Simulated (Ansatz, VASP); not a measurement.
**Two plane-wave programs on Zn**

```xyz
1
Lattice="0.0000 2.0002 2.0002 2.0002 0.0000 2.0002 2.0002 2.0002 0.0000" Properties=species:S:1:pos:R:3 pbc="T T T"
Zn    0.0000    0.0000    0.0000
```

Alike in both runs: task single point; functional PBE; k mesh 8 × 8 × 8; occupations gaussian, width 0.1 eV; no spin polarisation.

```csv
,VASP,Ansatz
version,VASP 6.6.1,Ansatz 0.2.0
potentials or method,"VASP PAW PBE potentials, release 64 (Zn), cutoff 520 eV","scalar-relativistic, plane waves, PAW"
valence electrons in the cell,12,12
```

Ansatz gave:

```
gap on the k mesh at the Fermi level (eV) : none
pressure (GPa)                            : -3.0
```

**Question.** What did VASP give for the same quantities?

**Answer.** gap on the k mesh at the Fermi level (eV): none; pressure (GPa): -2.7.

A gap of «none» marks a metal or a gap that the smearing closes.
